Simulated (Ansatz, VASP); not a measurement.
# WC in VASP and in Ansatz

```xyz
2
Lattice="3.1303 0.0000 0.0000 -1.5651 2.7109 0.0000 0.0000 0.0000 2.7145" Properties=species:S:1:pos:R:3 pbc="T T T"
W     0.0000    0.0000    0.0000
C     1.5651    0.9036    1.3573
```

Change from the starting cell: strain +0.080 along x and y, -0.040 along z, atoms carried along.

Alike in both runs: task single point; functional PBEsol; k mesh 24 × 24 × 22; occupations gaussian, width 0.15 eV; no spin polarisation.

```csv
,VASP,Ansatz
version,VASP 6.6.1,Ansatz 0.2.0
potentials or method,"VASP PAW PBE potentials, release 64 (W_sv, C), cutoff 520 eV","scalar-relativistic, plane waves, PAW"
valence electrons in the cell,18,18
```

Ansatz gave:

| Item | Value |
| --- | --- |
| gap on the k mesh at the Fermi level (eV) | none |
| pressure (GPa) | -28.8 |
| traceless stress, the component that is largest in VASP (GPa) | 41.92 |

Q: What did VASP give for the same quantities?

A: gap on the k mesh at the Fermi level (eV): none; pressure (GPa): -28.0; traceless stress, the component that is largest in VASP (GPa): 42.21.

VASP's potentials were made for PBE, not for PBEsol. A gap of «none» marks a metal or a gap that the smearing closes.

Spin-orbit coupling is off throughout.
